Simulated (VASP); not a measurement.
The system is Li3Ge2.

```
Li Ge
1.0
     3.25977    0.00000    0.00000
    -1.62988    2.82304    0.00000
     0.00000    0.00000   11.30930
Li Ge
3 2
Direct
  0.00000 0.00000 0.00000
  0.33333 0.66667 0.21942
  0.66667 0.33333 0.78058
  0.66667 0.33333 0.41489
  0.33333 0.66667 0.58511
```

| Quantity | Value |
| --- | --- |
| Program | VASP 6.6.1 |
| Task | relaxation of cell and atoms |
| Functional | PBE |
| Potentials or basis | VASP PAW PBE potentials, release 64 (Li_sv, Ge_d) |
| Cutoff | 600 eV |
| k mesh | 12 × 12 × 4 |
| Occupations | gaussian, width 0.1 eV |
| Spin | no spin polarisation |

At the start: pressure -1.2 GPa; volume 20.81 Å³/atom.

**Question.** Where does the relaxation end?

**Answer.** Over 20 steps the energy falls by 6.6 meV/atom and the volume is 20.00 Å³/atom (-3.9 %); space group P-3m1 (No. 164, to 0.05 Å).

The path:
```csv
step,energy change (eV),largest force (eV/Å),pressure (GPa),volume (Å³)
1,0.0000,0.1652,-1.17,104.07
2,-0.0143,0.1491,-0.48,101.79
3,-0.0182,0.1852,0.10,100.02
4,-0.0236,0.1240,0.03,99.61
5,-0.0293,0.0499,0.06,98.37
6,-0.0294,0.0400,0.11,98.49
7,-0.0294,0.0464,0.10,98.58
8,-0.0294,0.0443,0.17,98.55
9,-0.0300,0.0486,-0.03,99.01
10,-0.0302,0.0631,-0.09,99.42
11,-0.0299,0.0907,-0.33,100.23
12,-0.0302,0.0755,-0.27,99.76
13,-0.0302,0.0701,-0.24,99.61
14,-0.0306,0.0641,-0.23,99.67
15,-0.0316,0.0436,-0.11,99.83
16,-0.0325,0.0169,0.01,100.16
17,-0.0325,0.0188,-0.05,100.20
18,-0.0325,0.0163,-0.03,100.18
19,-0.0326,0.0130,-0.04,100.14
20,-0.0328,0.0073,-0.04,100.02
```

Final structure:
```yaml
crystal:
  lattice:
    - [3.20894, 0.00000, 0.00000]
    - [-1.60447, 2.77902, 0.00000]
    - [0.00000, 0.00000, 11.21602]
  atoms:
    - { symbol: Li, position: [0.00000, 0.00000, 0.00000] }
    - { symbol: Li, position: [0.33333, 0.66667, 0.22793] }
    - { symbol: Li, position: [0.66667, 0.33333, 0.77207] }
    - { symbol: Ge, position: [0.66667, 0.33333, 0.41377] }
    - { symbol: Ge, position: [0.33333, 0.66667, 0.58623] }
```

Caveat: the cutoff is under 1.25 times the usual one of these potentials, so pressure, stress and relaxed cells hold a basis-set (Pulay) error.
